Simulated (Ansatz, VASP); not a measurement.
One calculation of Al2Cu, two programs

```xyz
6
Lattice="-3.0864 3.0864 2.3173 3.0864 -3.0864 2.3173 3.0864 3.0864 -2.3173" Properties=species:S:1:pos:R:3 pbc="T T T"
Al    4.0699    0.9835    0.0000
Al    2.1029    0.9835    2.3172
Al   -0.9835    2.1029    2.3172
Al    0.9835    2.1029    0.0000
Cu    0.0000    0.0000    3.4759
Cu    0.0000    0.0000    1.1586
```

Alike in both runs: task single point; functional PBEsol; k mesh 10 × 10 × 10; occupations gaussian, width 0.15 eV; no spin polarisation.

|  | VASP | Ansatz |
| --- | --- | --- |
| version | VASP 6.6.1 | Ansatz 0.2.0 |
| potentials or method | VASP PAW PBE potentials, release 64 (Al, Cu), cutoff 520 eV | scalar-relativistic, plane waves, PAW |
| valence electrons in the cell | 34 | 50 |

```tsv
	VASP	Ansatz	Ansatz less VASP
gap on the k mesh at the Fermi level (eV)	none	none	-
pressure (GPa)	-1.2	-1.4	-0.26
traceless stress, the component that is largest in VASP (GPa)	7.21	7.22	+0.004
rms of the force components (eV/Å)	0.080	0.078	-0.0021
```

VASP's potentials were made for PBE, not for PBEsol, and Ansatz warns of the same on its side. Atom by atom the forces differ by 0.002 eV/Å (rms over components). A gap of «none» marks a metal or a gap that the smearing closes. VASP's potentials hold 34 valence electrons a cell and Ansatz's 50, so a difference there can come from the potentials and not from the codes.
